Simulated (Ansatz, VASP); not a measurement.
## P: VASP beside Ansatz

```
P
1.0
     0.00000    2.65665    2.65665
     2.65665    0.00000    2.65665
     2.65665    2.65665    0.00000
P
2
Direct
  0.83000 0.89000 0.89000
  0.17000 0.11000 0.11000
```

Change from the starting cell: shortest bond scaled by 0.88, PAW files.

Alike in both runs: task electric field gradients; functional PBE; k mesh 10 × 10 × 10; occupations fermi-dirac, width 0.05 eV; no spin polarisation.

|  | VASP | Ansatz |
| --- | --- | --- |
| version | VASP 6.6.1 | Ansatz 0.2.0 |
| potentials or method | VASP PAW PBE potentials, release 64 (P) | PAW with Ansatz's default frozen-core files, scalar-relativistic |
| plane-wave cutoff (eV) | 520 | 420 |
| valence electrons in the cell | 10 | 10 |

Ansatz gave:

| Property | Result |
| --- | --- |
| pressure (GPa) | 7.4 |
| traceless stress, the component that is largest in VASP (GPa) | -4.65 |
| rms of the force components (eV/Å) | 0.643 |
| size of Vzz on the site where it differs most (V/Å²) | 1.1 |

**Question.** Which values does VASP return?

**Answer.** Pressure (GPa): 7.2; traceless stress, the component that is largest in VASP (GPa): -4.43; rms of the force components (eV/Å): 0.617; size of Vzz on the site where it differs most (V/Å²): 2.6.

Atom by atom the forces differ by 0.026 eV/Å (rms over components).
